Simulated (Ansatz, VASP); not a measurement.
Cs in VASP and in Ansatz

File INCAR:

```
PREC = Accurate
ENCUT = 520
EDIFF = 1E-6
ISMEAR = -1
SIGMA = 0.05
LREAL = F
LASPH = T
NELM = 100
ALGO = Normal
ISIF = 2
LWAVE = F
LCHARG = F
GGA = PE
NBANDS = 10
```

File KPOINTS:

```
regular mesh
0
Gamma
  10 10 10
```

File POSCAR:

```
Cs
1.0
    0.0000000000      3.6725340175      3.6725340175
    3.6725340175      0.0000000000      3.6725340175
    3.6725340175      3.6725340175      0.0000000000
Cs
1
Direct
    0.0000000000      0.0000000000      0.0000000000
```

Input for Ansatz:

```yaml
crystal:
  lattice:
    - [0.0, 3.6725340175, 3.6725340175]
    - [3.6725340175, 0.0, 3.6725340175]
    - [3.6725340175, 3.6725340175, 0.0]
  atoms:
    - { symbol: Cs, position: [0.0, 0.0, 0.0] }
kpoints:
  mp_grid: { grid: [10, 10, 10] }
scf:
  occupations: { method: fermi_dirac, width: 0.05 }
hamiltonian:
  xc: pbe
  pseudopotentials: { kind: all_electron, lapw: { basis_error: 0.001 } }
output:
  forces: true
  stress: true
  eigenvalues: true
  populations: true
```

Change from the starting cell: volume scaled by 0.85, LAPW.

Alike in both runs: task single point; functional PBE; k mesh 10 × 10 × 10; occupations fermi-dirac, width 0.05 eV; no spin polarisation.

|  | VASP | Ansatz |
| --- | --- | --- |
| version | VASP 6.6.1 | Ansatz 0.2.0 |
| potentials or method | VASP PAW PBE potentials, release 64 (Cs_sv), cutoff 520 eV | all-electron LAPW, scalar-relativistic |

|  | VASP | Ansatz | Ansatz less VASP |
| --- | --- | --- | --- |
| pressure (GPa) | 0.4 | 0.5 | +0.01 |

Ansatz ran all-electron here, and VASP with PAW potentials.

Neither program's run includes spin-orbit coupling.
